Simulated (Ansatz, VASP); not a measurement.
Be2NbP3 in VASP and in Ansatz

INCAR

```
SYSTEM = Be2NbP3
PREC = Accurate
ENCUT = 600
EDIFF = 1E-6
ISMEAR = 0
SIGMA = 0.1
LREAL = .False.
LASPH = .True.
NELM = 120
ALGO = Normal
ISIF = 2
LWAVE = .False.
LCHARG = .False.
GGA = PE
NBANDS = 25
GGA_COMPAT = .False.
```

KPOINTS

```
regular mesh
0
Gamma
  6 6 4
  0 0 0
```

The input POSCAR:

```
Be2NbP3
1.0
    4.2656198400      0.0000000000      0.0000000000
   -2.1328099200      3.6941351500      0.0000000000
    0.0000000000      0.0000000000      5.7813877000
Be Nb P
2 1 3
Direct
    0.0000000000      0.0000000000      0.2289047400
    0.0000000000      0.0000000000      0.7710952600
    0.0000000000      0.0000000000      0.5000000000
    0.3333333300      0.6666666700      0.0000000000
    0.6666666700      0.3333333300      0.0000000000
    0.0000000000      0.0000000000      0.0000000000
```

Input for Ansatz:

```yaml
crystal:
  lattice:
    - [4.26561984, 0.0, 0.0]
    - [-2.13280992, 3.69413515, 0.0]
    - [0.0, 0.0, 5.7813877]
  atoms:
    - { symbol: Be, position: [0.0, 0.0, 0.22890474] }
    - { symbol: Be, position: [0.0, 0.0, 0.77109526] }
    - { symbol: Nb, position: [0.0, 0.0, 0.5] }
    - { symbol: P, position: [0.33333333, 0.66666667, 0.0] }
    - { symbol: P, position: [0.66666667, 0.33333333, 0.0] }
    - { symbol: P, position: [0.0, 0.0, 0.0] }
basis:
  ecutwfc: 420
kpoints:
  mp_grid: { grid: [6, 6, 4] }
hamiltonian:
  xc: pbe
scf:
  occupations: { method: gaussian, width: 0.1 }
  lower_state_search: "off"
output:
  forces: true
  stress: true
  eigenvalues: true
```

Alike in both runs: task single point; functional PBE; k mesh 6 × 6 × 4; occupations gaussian, width 0.1 eV; no spin polarisation.

```csv
,VASP,Ansatz
version,VASP 6.6.1,Ansatz 0.2.0
potentials or method,"VASP PAW PBE potentials, release 64 (Be, Nb_sv, P), cutoff 600 eV","scalar-relativistic, plane waves, PAW"
valence electrons in the cell,32,32
```

Ansatz gave:

| Property | Result |
| --- | --- |
| gap on the k mesh at the Fermi level (eV) | none |
| rms of the force components (eV/Å) | 6.235 |

**Question.** What did VASP give for the same quantities?

**Answer.** gap on the k mesh at the Fermi level (eV): none; rms of the force components (eV/Å): 6.670.

Atom by atom the forces differ by 0.436 eV/Å (rms over components). A gap of «none» marks a metal or a gap that the smearing closes.
